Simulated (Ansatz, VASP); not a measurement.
W: VASP beside Ansatz

The input INCAR:

```
PREC = Accurate
ENCUT = 520
EDIFF = 1E-7
ISMEAR = 0
SIGMA = 0.1
LREAL = False
LASPH = True
NELM = 60
ALGO = Normal
ISIF = 2
LWAVE = False
LCHARG = False
GGA = PE
NBANDS = 13
```

KPOINTS

```
regular mesh
0
Gamma
  15 15 15
```

The input POSCAR:

```
W
1.0
   -1.4892746010      1.6170586010      1.6170586010
    1.6170586010     -1.4892746010      1.6170586010
    1.6170586010      1.6170586010     -1.4892746010
W
1
Direct
    0.0000000000      0.0000000000      0.0000000000
```

Input for Ansatz:

```yaml
crystal:
  lattice:
    - [-1.489274601, 1.617058601, 1.617058601]
    - [1.617058601, -1.489274601, 1.617058601]
    - [1.617058601, 1.617058601, -1.489274601]
  atoms:
    - { symbol: W, position: [0.0, 0.0, 0.0] }
basis:
  ecutwfc: 420
kpoints:
  mp_grid: { grid: [15, 15, 15] }
hamiltonian:
  xc: pbe
scf:
  occupations: { method: gaussian, width: 0.1 }
output:
  forces: true
  stress: true
  eigenvalues: true
```

Alike in both runs: task single point; functional PBE; k mesh 15 × 15 × 15; occupations gaussian, width 0.1 eV; no spin polarisation.

|  | VASP | Ansatz |
| --- | --- | --- |
| version | VASP 6.6.1 | Ansatz 0.2.0 |
| potentials or method | VASP PAW PBE potentials, release 64 (W_sv), cutoff 520 eV | scalar-relativistic, plane waves, PAW |
| valence electrons in the cell | 14 | 14 |

|  | VASP | Ansatz | Ansatz less VASP |
| --- | --- | --- | --- |
| gap on the k mesh at the Fermi level (eV) | none | none | - |
| pressure (GPa) | -8.6 | -9.0 | -0.40 |
| traceless stress, the component that is largest in VASP (GPa) | -7.61 | -7.54 | +0.071 |

A gap of «none» marks a metal or a gap that the smearing closes.

Spin-orbit coupling is off throughout.
